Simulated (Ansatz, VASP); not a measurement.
Ni in VASP and in Ansatz

Contents of INCAR:

```
SYSTEM = Ni
PREC = Accurate
ENCUT = 520
EDIFF = 1E-8
ISMEAR = -1
SIGMA = 0.05
LREAL = .FALSE.
LASPH = .TRUE.
NELM = 150
ALGO = Normal
ISIF = 2
LWAVE = .FALSE.
LCHARG = .FALSE.
ISPIN = 2
MAGMOM = 1.5
LORBIT = 11
LMAXMIX = 4
GGA = PE
LEFG = .TRUE.
NBANDS = 15
```

KPOINTS

```
Automatic mesh
0
G
  20 20 20
  0 0 0
```

The input POSCAR:

```
Ni
1.0
    0.0000000000      1.7796586194      1.7796586194
    1.7796586194      0.0000000000      1.7796586194
    1.7796586194      1.7796586194      0.0000000000
Ni
1
Direct
    0.0000000000      0.0000000000      0.0000000000
```

Input for Ansatz:

```yaml
crystal:
  lattice:
    - [0.0, 1.7796586194, 1.7796586194]
    - [1.7796586194, 0.0, 1.7796586194]
    - [1.7796586194, 1.7796586194, 0.0]
  atoms:
    - { symbol: Ni, position: [0.0, 0.0, 0.0], spin: 1.5 }
magnetization:
  spin_polarized: true
kpoints:
  mp_grid: { grid: [20, 20, 20] }
scf:
  occupations: { method: fermi_dirac, width: 0.05 }
hamiltonian:
  xc: pbe
  pseudopotentials: { kind: all_electron, datasets: crystal }
output:
  forces: true
  stress: true
  eigenvalues: true
  efg: { contact_densities: true }
```

Change from the starting cell: volume scaled by 1.02, crystal datasets.

Alike in both runs: task electric field gradients; functional PBE; k mesh 20 × 20 × 20; occupations fermi-dirac, width 0.05 eV; collinear spin.

```csv
,VASP,Ansatz
version,VASP 6.6.1,Ansatz 0.2.0
potentials or method,"VASP PAW PBE potentials, release 64 (Ni), cutoff 520 eV","all-electron PAW with datasets made for the crystal, scalar-relativistic"
```

Ansatz gave:

| Property | Result |
| --- | --- |
| pressure (GPa) | -6.3 |
| net moment per atom (μB) | 0.64 |
| size of the moment on the site where the two differ most (μB) | 0.68 |

Question: Estimate VASP's values.

Answer: Pressure (GPa): -6.2; net moment per atom (μB): 0.63; size of the moment on the site where the two differ most (μB): 0.65.

Site moments also hang on the region over which each program counts them. Ansatz ran all-electron here, and VASP with PAW potentials. Ansatz's warnings: printed levels off.
